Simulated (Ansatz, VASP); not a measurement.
**One calculation of Si2Mo, two programs**

The input INCAR:

```
SYSTEM = Si2Mo
ALGO = Normal
EDIFF = 1E-7
EDIFFG = -0.002
ENCUT = 600
GGA = PE
IBRION = 2
ISIF = 3
ISMEAR = 1
LASPH = .TRUE.
LCHARG = .FALSE.
LREAL = .FALSE.
LWAVE = .FALSE.
NELM = 100
NSW = 100
PREC = Accurate
SIGMA = 0.2
```

File KPOINTS:

```
k-points
0
G
  18 18 18
  0 0 0
```

File POSCAR:

```
Si2Mo
1.0
   -1.6000000000      1.6000000000      3.9305000000
    1.6000000000     -1.6000000000      3.9305000000
    1.6000000000      1.6000000000     -3.9305000000
Si Mo
2 1
Direct
    0.3330000000      0.3330000000      0.0000000000
    0.6670000000      0.6670000000      0.0000000000
    0.0000000000      0.0000000000      0.0000000000
```

Input for Ansatz:

```yaml
crystal:
  lattice:
    - [-1.6, 1.6, 3.9305]
    - [1.6, -1.6, 3.9305]
    - [1.6, 1.6, -3.9305]
  atoms:
    - { symbol: Si, position: [0.333, 0.333, 0.0] }
    - { symbol: Si, position: [0.667, 0.667, 0.0] }
    - { symbol: Mo, position: [0.0, 0.0, 0.0] }
basis:
  ecutwfc: 420
kpoints:
  mp_grid: { grid: [18, 18, 18] }
hamiltonian:
  xc: pbe
scf:
  occupations: { method: methfessel_paxton, width: 0.2 }
output:
  forces: true
  stress: true
  eigenvalues: true
relax:
  adjacent_minimum: "off"
  f_tol: 0.002
  max_steps: 80
  cell: { stress_tol: 0.02 }
```

Alike in both runs: task relaxation of cell and atoms; functional PBE; k mesh 18 × 18 × 18; occupations methfessel-paxton of order 1, width 0.2 eV; no spin polarisation.

```csv
,VASP,Ansatz
version,VASP 6.6.1,Ansatz 0.2.0
potentials or method,"VASP PAW PBE potentials, release 64 (Si, Mo_sv), cutoff 600 eV","scalar-relativistic, plane waves, PAW"
valence electrons in the cell,22,22
```

VASP gave:

```
gap on the k mesh at the Fermi level, each at its own relaxed structure (eV) : none
relaxed volume (Å³/atom)                                                     : 13.59
relaxed cell length with the largest relative difference (Å)                 : 4.547
```

**Question.** What did Ansatz give for the same quantities?

**Answer.** gap on the k mesh at the Fermi level, each at its own relaxed structure (eV): none; relaxed volume (Å³/atom): 13.58; relaxed cell length with the largest relative difference (Å): 4.546.

A gap of «none» marks a metal or a gap that the smearing closes.
